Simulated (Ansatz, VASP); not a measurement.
## AgBr2: VASP beside Ansatz

INCAR

```
PREC = Accurate
ENCUT = 600
EDIFF = 1E-7
ISMEAR = 0
SIGMA = 0.1
LREAL = F
LASPH = T
NELM = 100
ALGO = Normal
ISIF = 3
LWAVE = F
LCHARG = F
GGA = PE
IBRION = 2
NSW = 90
EDIFFG = -0.04
```

KPOINTS

```
regular mesh
0
Gamma
  4 4 4
```

File POSCAR:

```
AgBr2
1.0
    4.4352094300      0.0000000000      0.0000000000
    0.0000000000      4.4352094300      0.0000000000
    0.0000000000      0.0000000000      6.2723333200
Ag Br
1 2
Direct
    0.0000000000      0.0000000000      0.0000000000
    0.5000000000      0.0000000000      0.2500000000
    0.0000000000      0.5000000000      0.7500000000
```

Input for Ansatz:

```yaml
crystal:
  lattice:
    - [4.43520943, 0.0, 0.0]
    - [0.0, 4.43520943, 0.0]
    - [0.0, 0.0, 6.27233332]
  atoms:
    - { symbol: Ag, position: [0.0, 0.0, 0.0] }
    - { symbol: Br, position: [0.5, 0.0, 0.25] }
    - { symbol: Br, position: [0.0, 0.5, 0.75] }
basis:
  ecutwfc: 420
kpoints:
  mp_grid: { grid: [4, 4, 4] }
hamiltonian:
  xc: pbe
scf:
  occupations: { method: gaussian, width: 0.1 }
  lower_state_search: "off"
output:
  forces: true
  stress: true
  eigenvalues: true
relax:
  adjacent_minimum: "off"
  f_tol: 0.04
  max_steps: 70
  cell: { stress_tol: 0.4 }
```

Change from the starting cell: ordered vacancies on the cation sites of zinc blende (P-4m2, No. 115).

Alike in both runs: task relaxation of cell and atoms; functional PBE; k mesh 4 × 4 × 4; occupations gaussian, width 0.1 eV; no spin polarisation.

|  | VASP | Ansatz |
| --- | --- | --- |
| version | VASP 6.6.1 | Ansatz 0.2.0 |
| potentials or method | VASP PAW PBE potentials, release 64 (Ag, Br), cutoff 600 eV | scalar-relativistic, plane waves, PAW |
| valence electrons in the cell | 25 | 33 |

```tsv
	VASP	Ansatz	Ansatz less VASP
gap on the k mesh at the Fermi level, each at its own relaxed structure (eV)	none	none	-
relaxed volume (Å³/atom)	34.57	32.44	-2.122
relaxed cell length with the largest relative difference (Å)	7.616	6.184	-1.4316
```

A gap of «none» marks a metal or a gap that the smearing closes. One of these differences is far larger than is usual between the two programs; its cause wasn't traced. VASP's potentials hold 25 valence electrons a cell and Ansatz's 33, so a difference there can come from the potentials and not from the codes.

Noted on VASP's run: the volume moved by over 15 % at a fixed basis, so the end points are rough.
